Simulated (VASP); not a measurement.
# Se (P3_221) in VASP: dielectric tensor with PBE+D4

Aim: the dielectric tensor of Se with PBE+D4.

Program: VASP 6.6.1. These are calculated values, not measurements. Logs are shortened: lines on timing, memory, paths and dates and some standing lists are left out, and cuts for length are marked.

**1. The cell of the first run**

Symmetry: P3_221, No. 154, trigonal system. Conventional cell: a = 4.355 Å, b = 4.355 Å, c = 4.949 Å, α = 90.00°, β = 90.00°, γ = 120.00°. Within 3.1 Å of Se (site symmetry 2) lie 2 Se at 2.32 Å.

**2. Dielectric tensor, PBE+D4**

Contents of INCAR:

```
SYSTEM = Se
PREC = Accurate ; ENCUT = 400
EDIFF = 1E-8 ; ISMEAR = 0
SIGMA = 0.01 ; LREAL = .False.
LASPH = .True. ; NELM = 120
ALGO = Normal ; ISIF = 2
LWAVE = .False. ; LCHARG = .False.
GGA = PE ; IVDW = 13
LEPSILON = .True. ; GGA_COMPAT = .False.
```

Contents of KPOINTS:

```
Automatic mesh
0
Gamma
  5 5 4
  0 0 0.5
```

Contents of POSCAR:

```
Se
1.0
    4.3551700000      0.0000000000      0.0000000000
   -2.1775850000      3.7716878578      0.0000000000
    0.0000000000      0.0000000000      4.9494500000
Se
3
Direct
    0.2170000000      0.0000000000      0.1666666667
    0.0000000000      0.2170000000      0.8333333333
    0.7830000000      0.7830000000      0.5000000000
```

Potentials or basis: VASP PAW PBE potentials, release 64 (Se).

The run is started by

```bash
cat potpaw_PBE.64/Se/POTCAR > POTCAR
mpirun -np 1 vasp_std > vasp.out
```

OUTCAR:

```text
SYSTEM = Se
   PREC = Accurate
   ENCUT = 400
   EDIFF = 1E-8
   ISMEAR = 0
   LREAL = .False.
   LASPH = .True.
   NELM = 120
   ISIF = 2
   GGA = PE
   IVDW = 13
   LEPSILON = .True.

 ion  position               nearest neighbor table
   1  0.217  0.000  0.167-   3 2.32   2 2.32
   2  0.000  0.217  0.833-   3 2.32   1 2.32
   3  0.783  0.783  0.500-   1 2.32   2 2.32

  LATTYP: Found a hexagonal cell.
 ALAT       =     4.3551700000
 C/A-ratio  =     1.1364539157

  Lattice vectors:

 A1 = (   4.3551700000,   0.0000000000,   0.0000000000)
 A2 = (  -2.1775850000,   3.7716878578,   0.0000000000)
 A3 = (   0.0000000000,   0.0000000000,   4.9494500000)

Analysis of symmetry for initial positions (statically):
=====================================================================
 Subroutine PRICEL returns:
 Original cell was already a primitive cell.

 Routine SETGRP: Setting up the symmetry group for a
 hexagonal supercell.

 Subroutine GETGRP returns: Found  6 space group operations
 (whereof  2 operations were pure point group operations)
 out of a pool of 24 trial point group operations.

The static configuration has the point symmetry C_2 .
 The point group associated with its full space group is D_3 .

Analysis of symmetry for dynamics (positions and initial velocities):
=====================================================================
 Subroutine PRICEL returns:
 Original cell was already a primitive cell.

 Routine SETGRP: Setting up the symmetry group for a
 hexagonal supercell.

 Subroutine GETGRP returns: Found  6 space group operations
 (whereof  2 operations were pure point group operations)
 out of a pool of 24 trial point group operations.

The dynamic configuration has the point symmetry C_2 .
 The point group associated with its full space group is D_3 .

 Subroutine INISYM returns: Found  6 space group operations
 (whereof  2 operations are pure point group operations),
 and found     1 'primitive' translations

----------------------------------------------------------------------------------------

                                     Primitive cell

  volume of cell :      81.3014

  direct lattice vectors                    reciprocal lattice vectors
     4.355170000  0.000000000  0.000000000     0.229612162  0.132566644  0.000000000
    -2.177585000  3.771687858  0.000000000     0.000000000  0.265133287  0.000000000
     0.000000000  0.000000000  4.949450000     0.000000000  0.000000000  0.202042651

  length of vectors
     4.355170000  4.355170000  4.949450000     0.265133287  0.265133287  0.202042651

  position of ions in fractional coordinates (direct lattice)
     0.217000000  0.000000000  0.166666667
     1.000000000  0.217000000  0.833333333
     0.783000000  0.783000000  0.500000000

  ion indices of the primitive-cell ions
   primitive index   ion index
                 1           1
                 2           2
                 3           3

----------------------------------------------------------------------------------------

 KPOINTS: Automatic mesh

Automatic generation of k-mesh.
 Grid dimensions read from file:
 generate k-points for:    5    5    4

 Generating k-lattice:

  Cartesian coordinates                     Fractional coordinates (reciprocal lattice)
     0.045922432  0.026513329  0.000000000     0.200000000 -0.000000000  0.000000000
     0.000000000  0.053026657  0.000000000     0.000000000  0.200000000  0.000000000
     0.000000000  0.000000000  0.050510663     0.000000000  0.000000000  0.250000000

  Length of vectors
     0.053026657  0.053026657  0.050510663
[... 71 lines left out ...]
   IVDW    =    13    specifies the selected vdW correction
   LEPSILON=     T    determine dielectric tensor
   LRPA    =     F    only Hartree local field effects (RPA)
 non-spin polarized calculation
 Gauss-broadening in eV      SIGMA  =   0.01
  energy-cutoff  :      400.00
  volume of cell :       81.30
 maximum number of plane-waves:      1482
   NGX = 15   NGY = 15   NGZ = 17

--------------------------------------- Ionic step        1  -------------------------------------------

 number of electron      17.9999998 magnetization

 E-fermi :   2.7230     XC(G=0):  -8.8323

 val. band max:        2.6581459348   @ k =   0.4000   0.0000   0.3750
 cond. band min:       4.1324121960   @ k =   0.0000   0.0000   0.3750
 fundamental gap:      1.4742662612
 Fermi energy:         2.7229519400

 k-point     1 :       0.0000    0.0000    0.1250
  band No.  band energies     occupation
      1     -13.3153      2.00000
      2      -9.9632      2.00000
      3      -8.2015      2.00000
      4      -1.5458      2.00000
      5      -1.0325      2.00000
      6      -0.9917      2.00000
      7       0.6180      2.00000
      8       0.7100      2.00000
      9       2.2185      2.00000
     10       4.6409      0.00000
     11       4.7044      0.00000
     12       5.0557      0.00000
     13       9.1598      0.00000
[... 194 lines left out ...]
  band No.  band energies     occupation
      1     -12.2982      2.00000
      2     -11.2662      2.00000
      3      -7.7943      2.00000
      4      -3.1249      2.00000
      5      -2.4434      2.00000
      6      -1.5930      2.00000
      7       0.9513      2.00000
      8       1.7678      2.00000
      9       2.5786      2.00000
     10       4.3285      0.00000
     11       5.6585      0.00000
     12       6.0398      0.00000
     13       9.0451      0.00000

  FORCE on cell =-STRESS in cart. coord.  units (eV):
  Direction    XX          YY          ZZ          XY          YZ          ZX
  --------------------------------------------------------------------------------------
  -------------------------------------------------------------------------------------
  Total       1.25896     1.25896     2.76992    -0.00000    -0.00000     0.00000
  in kB      24.80995    24.80995    54.58582    -0.00000    -0.00000     0.00000
  external pressure =       34.74 kB  Pullay stress =        0.00 kB

 VOLUME and BASIS-vectors are now :
 -----------------------------------------------------------------------------
  energy-cutoff  :      400.00
  volume of cell :       81.30
      direct lattice vectors                 reciprocal lattice vectors
     4.355170000  0.000000000  0.000000000     0.229612162  0.132566644  0.000000000
    -2.177585000  3.771687858  0.000000000     0.000000000  0.265133287  0.000000000
     0.000000000  0.000000000  4.949450000     0.000000000  0.000000000  0.202042651

 POSITION                                       TOTAL-FORCE (eV/Angst)
 -----------------------------------------------------------------------------------
      0.94507      0.00000      0.82491         1.208393     -0.000000      0.000000
     -0.47254      0.81846      4.12454        -0.604197      1.046499      0.000000
      1.70505      2.95323      2.47472        -0.604197     -1.046499      0.000000
 -----------------------------------------------------------------------------------
    total drift:                                0.000002      0.000004      0.000000

  FREE ENERGIE OF THE ION-ELECTRON SYSTEM (eV)
  ---------------------------------------------------
  free  energy   TOTEN  =       -11.4260103958 eV

  energy  without entropy=      -11.4260103958  energy(sigma->0) =      -11.42601040

 HEAD OF MICROSCOPIC STATIC DIELECTRIC TENSOR (INDEPENDENT PARTICLE, excluding Hartree and local field effects)
 ------------------------------------------------------
           9.282792     0.000000    -0.000000
          -0.000000     9.282792     0.000000
           0.000000     0.000000    14.214410
 ------------------------------------------------------

 Free energy of the ion-electron system (eV)
  ---------------------------------------------------
  ---------------------------------------------------
  free energy    TOTEN  =        -1.71059604 eV

  energy without entropy =       -1.71059604

------------------------ aborting loop because EDIFF is reached ----------------------------------------

  DFT-D4 for vdW energy calculation

  Edisp (eV):   -1.05425
[... 7 lines left out ...]
  Edisp (eV):   -1.05425

--------------------------------------- Ionic step        3  -------------------------------------------

 Free energy of the ion-electron system (eV)
  ---------------------------------------------------
  ---------------------------------------------------
  free energy    TOTEN  =        -2.95272519 eV

  energy without entropy =       -2.95272519

------------------------ aborting loop because EDIFF is reached ----------------------------------------

  DFT-D4 for vdW energy calculation

  Edisp (eV):   -1.05425

 PIEZOELECTRIC TENSOR FIELD DIRECTION 3  (e Angst)
 -----------------------------------------------------------------------------
    -0.00046  0.00000 -0.00000           (  0.00000 -0.00000  0.00000)
    -0.00000 -0.00046  0.00000           (  0.00000  0.00000  0.00000)
     0.00000  0.00000  0.00383           (  0.00000  0.00000 -0.00001)

 PIEZOELECTRIC TENSOR FIELD DIRECTION 3  (C/m^2)
 -----------------------------------------------------------------------------
    -0.00009  0.00000 -0.00000
    -0.00000 -0.00009  0.00000
     0.00000  0.00000  0.00076

 MACROSCOPIC STATIC DIELECTRIC TENSOR (including local field effects in DFT)
 ------------------------------------------------------
           8.097405    -0.000000    -0.000000
          -0.000000     8.097405     0.000000
          -0.000000     0.000000    13.261453
 ------------------------------------------------------

 PIEZOELECTRIC TENSOR (including local field effects)  for field in x, y, z        (e  Angst)
          XX          YY          ZZ          XY          YZ          ZX
  --------------------------------------------------------------------------------
  x    -1.52580     1.52580     0.00000    -0.00000    -0.01281     0.00000
  y     0.00000    -0.00000     0.00000     1.52580     0.00000     0.01281
  z     0.00000     0.00000     0.00000    -0.00000     0.00000     0.00000

 PIEZOELECTRIC TENSOR (including local field effects)  for field in x, y, z        (C/m^2)
          XX          YY          ZZ          XY          YZ          ZX
  --------------------------------------------------------------------------------
  x    -0.30068     0.30068     0.00000    -0.00000    -0.00252     0.00000
  y     0.00000    -0.00000     0.00000     0.30068     0.00000     0.00252
  z     0.00000     0.00000     0.00000    -0.00000     0.00000     0.00000

 BORN EFFECTIVE CHARGES (including local field effects) (in |e|, cummulative output)
 ---------------------------------------------------------------------------------
 ion    1
    1     0.63548     0.00000     0.00000
    2     0.00000    -0.63548    -0.33127
    3     0.00000    -0.66507    -0.00000
 ion    2
    1    -0.31774    -0.55034     0.28688
    2    -0.55034     0.31774     0.16563
    3     0.57597     0.33254    -0.00000
 ion    3
    1    -0.31774     0.55034    -0.28688
    2     0.55034     0.31774     0.16563
    3    -0.57597     0.33254    -0.00000
```

It took 5.5 min on 1 thread of Intel Xeon 8259CL, shared host; peak memory 0.22 GiB.

Results:

| Item | Value |
| --- | --- |
| Band gap on the k mesh | 1.47 eV (least direct gap 1.63 eV) |
| Electronic dielectric tensor (diagonal) | 8.10, 8.10, 13.26 |
| Born charges (mean of the diagonal) | Se +0.00 e |
| Dispersion energy per atom | -0.351 eV |

Levels at points of the mesh, in eV from the valence-band top:
```tsv
k point	band 5	band 6	band 7	band 8	band 9	band 10	band 11	band 12	band 13
(0.00, 0.00, 0.12)	-3.69	-3.65	-2.04	-1.95	-0.44	1.98	2.05	2.40	6.50
```

Electronic dielectric tensor:
```
 8.10  0.00  0.00
 0.00  8.10  0.00
 0.00  0.00 13.26
```

Born effective charge tensors (e):
atom 1, Se
```
 0.64  0.00  0.00
 0.00 -0.64 -0.33
 0.00 -0.67  0.00
```
atom 2, Se
```
-0.32 -0.55  0.29
-0.55  0.32  0.17
 0.58  0.33  0.00
```
atom 3, Se
```
-0.32  0.55 -0.29
 0.55  0.32  0.17
-0.58  0.33  0.00
```

Caveat: a shifted mesh leaves out Γ, where band edges can lie. A k mesh can miss the band edges.
